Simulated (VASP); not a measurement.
A run of VASP 6.6.1 is set up as follows.

File INCAR:

```
PREC = Accurate ; ENCUT = 520
EDIFF = 1E-7 ; ISMEAR = 0
SIGMA = 0.1 ; LREAL = F
LASPH = T ; NELM = 100
ALGO = Normal ; ISIF = 2
LWAVE = F ; LCHARG = T
GGA = PS ; LELF = T
LVHAR = T ; NBANDS = 40
```

File KPOINTS:

```
regular mesh
0
Gamma
  6 12 8
```

File POSCAR:

```
TiB
1.0
    5.9326214820      0.0000000000      0.0000000000
    0.0000000000      2.9758262689      0.0000000000
    0.0000000000      0.0000000000      4.4290194216
Ti B
4 4
Direct
    0.1767347908      0.2500000000      0.1205267139
    0.8232652092      0.7500000000      0.8794732861
    0.3232652092      0.7500000000      0.6205267139
    0.6767347908      0.2500000000      0.3794732861
    0.0308268901      0.2500000000      0.6018936546
    0.9691731099      0.7500000000      0.3981063454
    0.4691731099      0.7500000000      0.1018936546
    0.5308268901      0.2500000000      0.8981063454
```

Potentials or basis: VASP PAW PBE potentials, release 64 (Ti_sv, B).

Command:

```console
$ cat potpaw_PBE.64/Ti_sv/POTCAR potpaw_PBE.64/B/POTCAR > POTCAR
$ mpirun -np 1 vasp_std > vasp.out
```

Predict the pressure.

15.4 GPa.

What does it give for the band gap on the k mesh?

Zero (bands 30 and 31 overlap by 1.83 eV).

Estimate the largest force.

0.010 eV/Å.

Forces on the atoms (eV/Å):
```
Ti  -0.007  0.000 -0.007
Ti   0.007  0.000  0.007
Ti   0.007  0.000 -0.007
Ti  -0.007  0.000  0.007
B    0.004  0.000  0.009
B   -0.004  0.000 -0.009
B   -0.004  0.000  0.009
B    0.004  0.000 -0.009
```

Caveat: the cell stands under pressure; the PAW data sets were made with another functional, which shifts forces and pressure a little.
